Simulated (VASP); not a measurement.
**MoS2: single point with LDA+U**

The system is MoS2.

```
Mo S
1.0
     3.22746    0.00000    0.00000
    -1.61373    2.79507    0.00000
     0.00000    0.00000    6.31247
Mo S
1 2
Cartesian
  0.0000 0.0000 3.1562
  1.6137 0.9317 4.7008
  0.0000 1.8634 1.6117
```

* Program: VASP 6.6.1
* Task: single point
* Functional: LDA
* Potentials or basis: VASP PAW LDA potentials, release 64 (Mo_sv, S)
* Cutoff: 520 eV
* k mesh: 9 × 9 × 4
* Occupations: fermi-dirac, width 0.05 eV
* Spin: no spin polarisation
* Hubbard terms: Mo d U = 5.0 eV
* Dipole correction: no
* Further INCAR settings: ALGO = Normal; EDIFF = 1e-06; NBANDS = 20

* Pressure: -3.1 GPa
* Largest force: 0.095 eV/Å
* Band gap on the k mesh: zero (bands 13 and 14 overlap by 1.07 eV)

Forces on the atoms (eV/Å):
```
Mo   0.000  0.000  0.000
S    0.000  0.000  0.095
S    0.000  0.000 -0.095
```

Stress tensor (GPa, compression positive):
```
-3.84  0.00  0.00
 0.00 -3.84  0.00
 0.00  0.00 -1.57
```

Levels at points of the mesh, in eV from the Fermi level:
```
           k point  band 9  band 10  band 11  band 12  band 13  band 14  band 15  band 16  band 17  band 18
(0.00, 0.00, 0.00)   -3.90    -1.88    -1.05    -0.99    -0.99    -0.36    -0.36     3.25     3.25     5.87
(0.00, 0.00, 0.50)   -3.89    -3.70    -0.99    -0.99    -0.42    -0.42    -0.02     3.41     3.41     5.83
```

Eigenvalues of the final occupation matrices:
```tsv
site	spin	trace	eigenvalues
site 1 d	1	1.92	0.34 0.34 0.39 0.42 0.42
site 1 d	2	1.92	0.34 0.34 0.39 0.42 0.42
```

Wall time 54 s on 1 thread of Intel Xeon 8259CL, with other jobs on the host, peak memory 0.17 GiB.

Caveat: the cell stands under tension; U without spin polarisation on a metal has little footing.
